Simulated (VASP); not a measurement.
# BN (P6_3/mmc) in VASP: further runs

BN is run at these levels: r2SCAN+D3(BJ); tasks: relaxation of shape and atoms at fixed volume.

Program: VASP 6.6.1. These are calculated values, not measurements. Logs are shortened: lines on timing, memory, paths and dates and some standing lists are left out, and cuts for length are marked.

## (1) The cell of the first run

It takes space group P6_3/mmc (No. 194, hexagonal). The conventional cell has a = 2.460 Å, b = 2.460 Å, c = 6.241 Å, α = 90.00°, β = 90.00°, γ = 120.00°. B (site symmetry -6m2) has 3 N at 1.42 Å within 1.9 Å. Within 1.9 Å of N (site symmetry -6m2) lie 3 B at 1.42 Å.

## (2) Relaxation of shape and atoms at fixed volume, r2SCAN+D3(BJ) (8.17 Å³/atom)

File POSCAR:

```
BN
1.0
    2.4595743178      0.0000000000      0.0000000000
   -1.2297871589      2.1300538417      0.0000000000
    0.0000000000      0.0000000000      6.2413480024
B N
2 2
Direct
    0.3333333333      0.6666666667      0.2500000000
    0.6666666667      0.3333333333      0.7500000000
    0.3333333333      0.6666666667      0.7500000000
    0.6666666667      0.3333333333      0.2500000000
```

File INCAR.step1:

```
SYSTEM = BN
PREC = Accurate ; ENCUT = 660
ISMEAR = 0 ; SIGMA = 0.05
LREAL = .False. ; LASPH = .True.
NELM = 120 ; GGA = PE
ALGO = Normal ; EDIFF = 1E-5
LWAVE = .True. ; LCHARG = .False.
GGA_COMPAT = .False. ; IBRION = 2
ISIF = 3 ; EDIFFG = -0.005
NELMIN = 4 ; NSW = 100
```

File INCAR.step2:

```
SYSTEM = BN
PREC = Accurate ; ENCUT = 660
EDIFF = 1E-7 ; ISMEAR = 0
SIGMA = 0.05 ; LREAL = .False.
LASPH = .True. ; NELM = 120
ALGO = Normal ; ISIF = 4
LWAVE = .False. ; LCHARG = .False.
METAGGA = R2SCAN ; LMIXTAU = .True.
IVDW = 12 ; VDW_S6 = 1.0
VDW_S8 = 0.78981345 ; VDW_A1 = 0.49484001
VDW_A2 = 5.73083694 ; IBRION = 2
NSW = 60 ; EDIFFG = -0.01
ISTART = 1 ; GGA_COMPAT = .False.
NELMIN = 4
```

File KPOINTS:

```
Automatic mesh
0
Gamma
  10 10 4
  0 0 0
```

Potentials or basis: VASP PAW PBE potentials, release 64 (B, N).

The run is started by

```console
$ cat potpaw_PBE.64/B/POTCAR potpaw_PBE.64/N/POTCAR > POTCAR
$ cp INCAR.step1 INCAR
$ mpirun -np 1 vasp_std > vasp.out
$ cp INCAR.step2 INCAR
$ mpirun -np 1 vasp_std > vasp.out
```

OUTCAR:

```text
SYSTEM = BN
   PREC = Accurate
   ENCUT = 660
   EDIFF = 1E-7
   ISMEAR = 0
   LREAL = .False.
   LASPH = .True.
   NELM = 120
   ISIF = 4
   METAGGA = R2SCAN
   IVDW = 12
   IBRION = 2
   NSW = 60
   EDIFFG = -0.01
   ISTART = 1
   NELMIN = 4
 IVDW          = 12

 ion  position               nearest neighbor table
   1  0.333  0.667  0.250-   4 1.42   4 1.42   4 1.42
   2  0.667  0.333  0.750-   3 1.42   3 1.42   3 1.42
   3  0.333  0.667  0.750-   2 1.42   2 1.42   2 1.42
   4  0.667  0.333  0.250-   1 1.42   1 1.42   1 1.42

  LATTYP: Found a hexagonal cell.
 ALAT       =     2.4595743178
 C/A-ratio  =     2.5375724398

  Lattice vectors:

 A1 = (   2.4595743178,   0.0000000000,   0.0000000000)
 A2 = (  -1.2297871589,   2.1300538417,   0.0000000000)
 A3 = (   0.0000000000,   0.0000000000,   6.2413480024)

Analysis of symmetry for initial positions (statically):
=====================================================================
 Subroutine PRICEL returns:
 Original cell was already a primitive cell.

 Routine SETGRP: Setting up the symmetry group for a
 hexagonal supercell.

 Subroutine GETGRP returns: Found 24 space group operations
 (whereof 12 operations were pure point group operations)
 out of a pool of 24 trial point group operations.

The static configuration has the point symmetry D_3d.
 The point group associated with its full space group is D_6h.

Analysis of symmetry for dynamics (positions and initial velocities):
=====================================================================
 Subroutine PRICEL returns:
 Original cell was already a primitive cell.

 Routine SETGRP: Setting up the symmetry group for a
 hexagonal supercell.

 Subroutine GETGRP returns: Found 24 space group operations
 (whereof 12 operations were pure point group operations)
 out of a pool of 24 trial point group operations.

The dynamic configuration has the point symmetry D_3d.
 The point group associated with its full space group is D_6h.

 Subroutine INISYM returns: Found 24 space group operations
 (whereof 12 operations are pure point group operations),
 and found     1 'primitive' translations

----------------------------------------------------------------------------------------

                                     Primitive cell

  volume of cell :      32.6986

  direct lattice vectors                    reciprocal lattice vectors
     2.459574318  0.000000000  0.000000000     0.406574419  0.234735850  0.000000000
    -1.229787159  2.130053842  0.000000000     0.000000000  0.469471701  0.000000000
     0.000000000  0.000000000  6.241348002     0.000000000  0.000000000  0.160221798

  length of vectors
     2.459574318  2.459574318  6.241348002     0.469471701  0.469471701  0.160221798

  position of ions in fractional coordinates (direct lattice)
     0.333333333  0.666666667  0.250000000
     0.666666667  0.333333333  0.750000000
     0.333333333  0.666666667  0.750000000
     0.666666667  0.333333333  0.250000000

  ion indices of the primitive-cell ions
   primitive index   ion index
                 1           1
                 2           2
                 3           3
                 4           4

----------------------------------------------------------------------------------------

 KPOINTS: Automatic mesh

Automatic generation of k-mesh.
 Grid dimensions read from file:
 generate k-points for:   10   10    4

 Generating k-lattice:

  Cartesian coordinates                     Fractional coordinates (reciprocal lattice)
     0.040657442  0.023473585  0.000000000     0.100000000 -0.000000000  0.000000000
     0.000000000  0.046947170  0.000000000     0.000000000  0.100000000  0.000000000
     0.000000000  0.000000000  0.040055450     0.000000000  0.000000000  0.250000000

  Length of vectors
     0.046947170  0.046947170  0.040055450

  Shift w.r.t. Gamma in fractional coordinates (k-lattice)
     0.000000000  0.000000000  0.000000000

 Subroutine IBZKPT returns following result:
 ===========================================

 Found     42 irreducible k-points:

 Following reciprocal coordinates:
            Coordinates               Weight
  0.000000  0.000000  0.000000      1.000000
  0.100000  0.000000  0.000000      6.000000
  0.200000  0.000000  0.000000      6.000000
  0.300000  0.000000  0.000000      6.000000
  0.400000  0.000000  0.000000      6.000000
  0.500000  0.000000  0.000000      3.000000
[... 16 lines left out ...]
  0.300000  0.100000  0.250000     24.000000
  0.400000  0.100000  0.250000     24.000000
 [... further k-points ...]
   k-points           NKPTS =     42   k-points in BZ     NKDIM =     42   number of bands    NBANDS=     12
   number of dos      NEDOS =    301   number of ions     NIONS =      4
   total plane-waves  NPLWV =  31104
   dimension x,y,z NGX =    24 NGY =   24 NGZ =   54
   dimension x,y,z NGXF=    48 NGYF=   48 NGZF=  108
   ions per type =               2   2
   NGX,Y,Z   is equivalent  to a cutoff of  16.22, 16.22, 14.38 a.u.
   NGXF,Y,Z  is equivalent  to a cutoff of  32.44, 32.44, 28.77 a.u.
 SYSTEM =  BN
   PREC   = accura    normal or accurate (medium, high low for compatibility)
   ISTART =      1    job   : 0-new  1-cont  2-samecut
   ICHARG =      0    charge: 1-file 2-atom 10-const
   ISPIN  =      1    spin polarized calculation?
   LNONCOLLINEAR =      F non collinear calculations
   LSORBIT =      F    spin-orbit coupling
   LASPH  =      T    aspherical Exc in radial PAW
   ENCUT  =  660.0 eV  48.51 Ry    6.96 a.u.   5.15  5.15 13.07*2*pi/ulx,y,z
   NELM   =    120;   NELMIN=  4; NELMDL=  0     # of ELM steps
   EDIFF  = 0.1E-06   stopping-criterion for ELM
   LREAL  =      F    real-space projection
   EDIFFG = -.1E-01   stopping-criterion for IOM
   NSW    =     60    number of steps for IOM
   IBRION =      2    ionic relax: 0-MD 1-quasi-New 2-CG
   NFREE  =      1    steps in history (QN), initial steepest desc. (CG)
   ISIF   =      4    stress and relaxation
   ISYM   =      2    0-nonsym 1-usesym 2-fastsym
   POTIM  = 0.5000    time-step for ionic-motion
   TEBEG  =    0.0;   TEEND  =   0.0 temperature during run
   PSTRESS=    0.0 pullay stress
   NELECT =      16.0000    total number of electrons
   NUPDOWN=      -1.0000    fix difference up-down
   EMIN   =  10.00;   EMAX   =-10.00  energy-range for DOS
   EFERMI =   0.00;   METHOD = LEGACY
   ISMEAR =     0;   SIGMA  =   0.05  broadening in eV -4-tet -1-fermi 0-gaus
   EFERMI_NEDOS =   21; number of points for ismear=-14 and -15
   IALGO  =     38    algorithm
   IMIX   =      4    mixing-type and parameters
     AMIX     =   0.40;   BMIX     =  1.00
     AMIX_MAG =   1.60;   BMIX_MAG =  1.00
  volume/ion in A,a.u.               =       8.17        55.17
  Fermi-wavevector in a.u.,A,eV,Ry     =   1.290046  2.437833 22.643068  1.664219
  Thomas-Fermi vector in A             =   2.421902
   LORBIT       =      0    0 simple, 1 ext, 2 COOP (PROOUT), +10 PAW based schemes
   METAGGA = R2SCAN    functional components
   LHFCALC =     F    Hartree Fock is set to
   AEXX    =    0.0000 exact exchange contribution
   IVDW    =    12    specifies the selected vdW correction
   LEPSILON=     F    determine dielectric tensor
   LRPA    =     F    only Hartree local field effects (RPA)
 conjugate gradient relaxation of ions
 non-spin polarized calculation
 Gauss-broadening in eV      SIGMA  =   0.05
  energy-cutoff  :      660.00
  volume of cell :       32.70
 maximum number of plane-waves:      1286
 NGX is ok and might be reduce to    24
   NGX = 11   NGY = 11   NGZ = 27

--------------------------------------- Ionic step        1  -------------------------------------------

 number of electron      16.0000002 magnetization

 Free energy of the ion-electron system (eV)
  ---------------------------------------------------
  ext. energy  EPLUGINS =         0.00000000
  ---------------------------------------------------
  free energy    TOTEN  =       -38.48900899 eV

  energy without entropy =      -38.48900899  energy(sigma->0) =      -38.48900899

------------------------ aborting loop because EDIFF is reached ----------------------------------------

 Edisp (eV)   -0.30282

 E8    (eV) :    -0.0657

  FORCE on cell =-STRESS in cart. coord.  units (eV):
  Direction    XX          YY          ZZ          XY          YZ          ZX
  --------------------------------------------------------------------------------------
  -------------------------------------------------------------------------------------
  Total       4.20663     4.20663     0.46547     0.00000     0.00000    -0.00000
  in kB     206.11813   206.11813    22.80741     0.00000     0.00000    -0.00000
  external pressure =      145.01 kB  Pullay stress =        0.00 kB
[... 65 lines left out ...]
  energy  without entropy=      -38.8389464721  energy(sigma->0) =      -38.83894647

--------------------------------------- Ionic step        3  -------------------------------------------

 number of electron      15.9999999 magnetization

 Free energy of the ion-electron system (eV)
  ---------------------------------------------------
  ext. energy  EPLUGINS =         0.00000000
  ---------------------------------------------------
  free energy    TOTEN  =       -38.53723839 eV

  energy without entropy =      -38.53723839  energy(sigma->0) =      -38.53723839

 E-fermi :   3.1699     XC(G=0): -11.3659

 val. band max:        2.9116180628   @ k =   0.3000   0.3000   0.0000
 cond. band min:       7.6581149345   @ k =   0.5000   0.0000   0.0000
 fundamental gap:      4.7464968717
 Fermi energy:         3.1698967109

 k-point     1 :       0.0000    0.0000    0.0000
  band No.  band energies     occupation
      1     -16.1757      2.00000
      2     -15.6261      2.00000
      3      -4.0511      2.00000
      4      -0.7970      2.00000
      5       1.4831      2.00000
      6       1.4831      2.00000
      7       1.5727      2.00000
      8       1.5727      2.00000
      9       9.2555      0.00000
     10      15.1768      0.00000
     11      15.1808      0.00000
     12      15.1808      0.00000
[... 331 lines left out ...]
 k-point    24 :       0.4000    0.1000    0.2500
  band No.  band energies     occupation
      1     -12.7945      2.00000
      2     -12.6508      2.00000
      3      -6.1677      2.00000
      4      -6.0601      2.00000
      5      -2.0190      2.00000
      6      -1.9064      2.00000
      7       1.1731      2.00000
      8       2.4188      2.00000
      9       8.0959      0.00000
     10       9.3869      0.00000
     11      14.2760      0.00000
     12      14.4924      0.00000

 [... further k-points ...]

------------------------ aborting loop because EDIFF is reached ----------------------------------------

 Edisp (eV)   -0.30295

 E8    (eV) :    -0.0657

  FORCE on cell =-STRESS in cart. coord.  units (eV):
  Direction    XX          YY          ZZ          XY          YZ          ZX
  --------------------------------------------------------------------------------------
  -------------------------------------------------------------------------------------
  Total       0.80379     0.80379     0.80593     0.00000    -0.00000     0.00000
  in kB      39.38432    39.38432    39.48915     0.00000    -0.00000     0.00000
  external pressure =       39.42 kB  Pullay stress =        0.00 kB
[... 19 lines left out ...]
  FREE ENERGIE OF THE ION-ELECTRON SYSTEM (eV)
  ---------------------------------------------------
  free  energy   TOTEN  =       -38.8401872155 eV

  energy  without entropy=      -38.8401872155  energy(sigma->0) =      -38.84018722

 reached required accuracy - stopping structural energy minimisation
```

Wall time 8.9 min (1 thread of Intel Xeon 8259CL, shared host); peak memory 0.2 GiB.

What came out:

```yaml
Free_energy: -38.8402 eV
Energy_gained_by_relaxing: 12.1 meV/atom
Ionic_steps: 3
Pressure_after_relaxing: 3.9 GPa
Band_gap_on_the_k_mesh: 4.75 eV (least direct gap 5.06 eV)
Dispersion_energy_per_atom: -0.076 eV
```

Step by step:
```
step  energy change (eV)  largest force (eV/Å)  pressure (GPa)  volume (Å³)
   1              0.0000                0.0000           14.50        32.70
   2             -0.0471                0.0000            2.33        32.70
   3             -0.0484                0.0000            3.94        32.70
```

Final structure:
```xyz
4
Lattice="2.4919 0.0000 0.0000 -1.2460 2.1581 0.0000 0.0000 0.0000 6.0804" Properties=species:S:1:pos:R:3 pbc="T T T"
B     0.0000    1.4387    1.5201
B     1.2460    0.7194    4.5603
N     0.0000    1.4387    4.5603
N     1.2460    0.7194    1.5201
```

Levels at points of the mesh, in eV from the valence-band top:
| k point | band 5 | band 6 | band 7 | band 8 | band 9 | band 10 | band 11 | band 12 |
| --- | --- | --- | --- | --- | --- | --- | --- | --- |
| (0.00, 0.00, 0.00) | -1.43 | -1.43 | -1.34 | -1.34 | 6.34 | 12.27 | 12.27 | 12.27 |
| (0.50, 0.00, 0.00) | -4.42 | -4.28 | -1.87 | -0.32 | 4.75 | 6.79 | 10.42 | 10.62 |
| (0.00, 0.00, 0.50) | -1.38 | -1.38 | -1.38 | -1.38 | 9.36 | 9.36 | 12.39 | 12.39 |
| (0.50, 0.00, 0.50) | -4.35 | -4.35 | -1.02 | -1.02 | 5.29 | 5.29 | 10.78 | 10.78 |

Caveat: the PAW data sets were made with another functional, which shifts forces and pressure a little.

## (3) Relaxation of shape and atoms at fixed volume, r2SCAN+D3(BJ) (8.53 Å³/atom)

This run uses another cell than the first one, of 8.53 Å³/atom.

File POSCAR:

```
BN
1.0
    2.4644309424      0.0000000000      0.0000000000
   -1.2322154712      2.1342598020      0.0000000000
    0.0000000000      0.0000000000      6.4870672084
B N
2 2
Direct
    0.3333333333      0.6666666667      0.2500000000
    0.6666666667      0.3333333333      0.7500000000
    0.3333333333      0.6666666667      0.7500000000
    0.6666666667      0.3333333333      0.2500000000
```

File INCAR.step1:

```
SYSTEM = BN
ALGO = Normal
EDIFF = 1E-5
EDIFFG = -0.005
ENCUT = 660
GGA = PE
GGA_COMPAT = .False.
IBRION = 2
ISIF = 3
ISMEAR = 0
LASPH = .True.
LCHARG = .False.
LREAL = .False.
LWAVE = .True.
NELM = 120
NELMIN = 4
NSW = 100
PREC = Accurate
SIGMA = 0.05
```

File INCAR.step2:

```
SYSTEM = BN
ALGO = Normal
EDIFF = 1E-7
EDIFFG = -0.01
ENCUT = 660
GGA_COMPAT = .False.
IBRION = 2
ISIF = 4
ISMEAR = 0
ISTART = 1
IVDW = 12
LASPH = .True.
LCHARG = .False.
LMIXTAU = .True.
LREAL = .False.
LWAVE = .False.
METAGGA = R2SCAN
NELM = 120
NELMIN = 4
NSW = 60
PREC = Accurate
SIGMA = 0.05
VDW_A1 = 0.49484001
VDW_A2 = 5.73083694
VDW_S6 = 1.0
VDW_S8 = 0.78981345
```

File KPOINTS:

```
k-points
0
Gamma
  10 10 4
  0 0 0
```

Potentials or basis: VASP PAW PBE potentials, release 64 (B, N).

The run is started by

```console
$ cat potpaw_PBE.64/B/POTCAR potpaw_PBE.64/N/POTCAR > POTCAR
$ cp INCAR.step1 INCAR
$ mpirun -np 1 vasp_std > vasp.out
$ cp INCAR.step2 INCAR
$ mpirun -np 1 vasp_std > vasp.out
```

Wall time 10 min (1 thread of Intel Xeon 8259CL, shared host); peak memory 0.2 GiB.

Results (log left out):

```
Free energy                : -38.8654 eV
Energy gained by relaxing  : 11.6 meV/atom
Ionic steps                : 3
Pressure after relaxing    : 1.5 GPa
Band gap on the k mesh     : 4.76 eV (least direct gap 5.16 eV)
Dispersion energy per atom : -0.073 eV
```

The path:
| step | energy change (eV) | largest force (eV/Å) | pressure (GPa) | volume (Å³) |
| --- | --- | --- | --- | --- |
| 1 | 0.0000 | 0.0000 | 11.63 | 34.12 |
| 2 | -0.0457 | 0.0000 | 0.26 | 34.12 |
| 3 | -0.0465 | 0.0000 | 1.50 | 34.12 |

Final structure:
```yaml
crystal:
  lattice:
    - [2.49665, 0.00000, 0.00000]
    - [-1.24832, 2.16216, 0.00000]
    - [0.00000, 0.00000, 6.32072]
  atoms:
    - { symbol: B, position: [0.33333, 0.66667, 0.25000] }
    - { symbol: B, position: [0.66667, 0.33333, 0.75000] }
    - { symbol: N, position: [0.33333, 0.66667, 0.75000] }
    - { symbol: N, position: [0.66667, 0.33333, 0.25000] }
```

Levels at points of the mesh, in eV from the valence-band top:
```
           k point  band 4  band 5  band 6  band 7  band 8  band 9  band 10  band 11  band 12
(0.00, 0.00, 0.00)   -3.97   -1.42   -1.42   -1.36   -1.36    5.97    11.73    12.27    12.27
(0.50, 0.00, 0.00)   -9.28   -4.39   -4.28   -1.69   -0.40    4.76     6.54    10.29    10.63
(0.00, 0.00, 0.50)   -5.52   -1.39   -1.39   -1.39   -1.39    8.76     8.76    12.36    12.36
(0.50, 0.00, 0.50)   -9.34   -4.33   -4.33   -1.00   -1.00    5.29     5.29    10.70    10.70
```

Caveat: the PAW data sets were made with another functional, which shifts forces and pressure a little. r2SCAN opens gaps a little over a GGA but as a rule still falls short of measured ones.
